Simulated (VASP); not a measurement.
Write the native input for VASP 6.6.1 that does the following.

* Task: single point
* Functional: PBEsol
* Dispersion: D3(BJ)
* Potentials or basis: VASP PAW PBE potentials, release 64 (Bi_d)
* Cutoff: 520 eV
* k mesh: 16 × 16 × 16
* Occupations: gaussian, width 0.15 eV
* Spin: no spin polarisation
* Dipole correction: no
* Further INCAR settings: ALGO = Normal; EDIFF = 1e-06; NBANDS = 14

The structure of Bi lies in POSCAR:

```
Bi
1.0
   -1.9687907898      1.9687907898      1.8340238041
    1.9687907898     -1.9687907898      1.8340238041
    1.9687907898      1.9687907898     -1.8340238041
Bi
1
Direct
    0.0000000000      0.0000000000      0.0000000000
```

This cell differs from its parent crystal: strain +e along x and -e along y +0.0000, strain +e along z and -e/2 along x and y -0.0467.

One way to write it, as run:

INCAR

```
SYSTEM = Bi
PREC = Accurate ; ENCUT = 520
EDIFF = 1E-6 ; ISMEAR = 0
SIGMA = 0.15 ; LREAL = .FALSE.
LASPH = .TRUE. ; NELM = 100
ALGO = Normal ; ISIF = 2
LWAVE = .FALSE. ; LCHARG = .FALSE.
GGA = PS ; IVDW = 12
NBANDS = 14
```

KPOINTS

```
Automatic mesh
0
G
  16 16 16
  0 0 0
```

Potentials or basis: VASP PAW PBE potentials, release 64 (Bi_d).

Run with:

```sh
$ cat potpaw_PBE.64/Bi_d/POTCAR > POTCAR
$ mpirun -np 1 vasp_std > vasp.out
```

Results of the run:

```yaml
Pressure: 0.3 GPa
Band_gap_on_the_k_mesh: zero (an odd number of electrons rules out a gap without spin polarisation)
Dispersion_energy_per_atom: -0.575 eV
```

Caveat: the cell differs from its parent crystal (strain +e along x and -e along y +0.0000, strain +e along z and -e/2 along x and y -0.0467); the PAW data sets were made with another functional, which shifts forces and pressure a little; spin-orbit coupling is left out, which moves the levels of the heavy elements.

Wall time 2.1 min on 1 thread of Intel Xeon 8259CL, with other jobs on the host, peak memory 0.26 GiB.
